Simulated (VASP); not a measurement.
Crystal: Li.

```xyz
3
Lattice="4.9489 0.0000 0.0000 -2.4744 4.2858 0.0000 0.0000 0.0000 2.8888" Properties=species:S:1:pos:R:3 pbc="T T T"
Li    0.0000    0.0000    0.0000
Li    2.4744    1.4286    1.4444
Li    0.0000    2.8572    1.4444
```

This isn't the form of Li at room conditions, which is bcc.

| Quantity | Value |
| --- | --- |
| Program | VASP 6.6.1 |
| Task | relaxation of cell and atoms |
| Functional | LDA |
| Potentials or basis | VASP PAW LDA potentials, release 64 (Li_sv) |
| Cutoff | 750 eV |
| k mesh | 6 × 6 × 9 |
| Occupations | fermi-dirac, width 0.1 eV |
| Spin | no spin polarisation |

At the start: pressure -1.1 GPa; volume 20.42 Å³/atom.

Task: How do energy, volume and symmetry change on relaxing?

Result: Over 3 steps the energy falls by 5.4 meV/atom and the volume is 19.09 Å³/atom (-6.5 %); space group P6/mmm (No. 191, to 0.1 Å) before and after.

Step by step:
| step | energy change (eV) | largest force (eV/Å) | pressure (GPa) | volume (Å³) |
| --- | --- | --- | --- | --- |
| 1 | 0.0000 | 0.0000 | -1.08 | 61.27 |
| 2 | -0.0073 | 0.0000 | -0.83 | 60.06 |
| 3 | -0.0162 | 0.0000 | -0.16 | 57.27 |

Final structure:
```cif
data_structure
_symmetry_space_group_name_H-M 'P 1'
_symmetry_Int_Tables_number 1
_cell_length_a 4.8344
_cell_length_b 4.8344
_cell_length_c 2.8294
_cell_angle_alpha 90.000
_cell_angle_beta 90.000
_cell_angle_gamma 120.000
_cell_volume 57.27
loop_
_atom_site_label
_atom_site_type_symbol
_atom_site_fract_x
_atom_site_fract_y
_atom_site_fract_z
_atom_site_occupancy
Li1 Li 0.00000 0.00000 0.00000 1
Li2 Li 0.66667 0.33333 0.50000 1
Li3 Li 0.33333 0.66667 0.50000 1
```
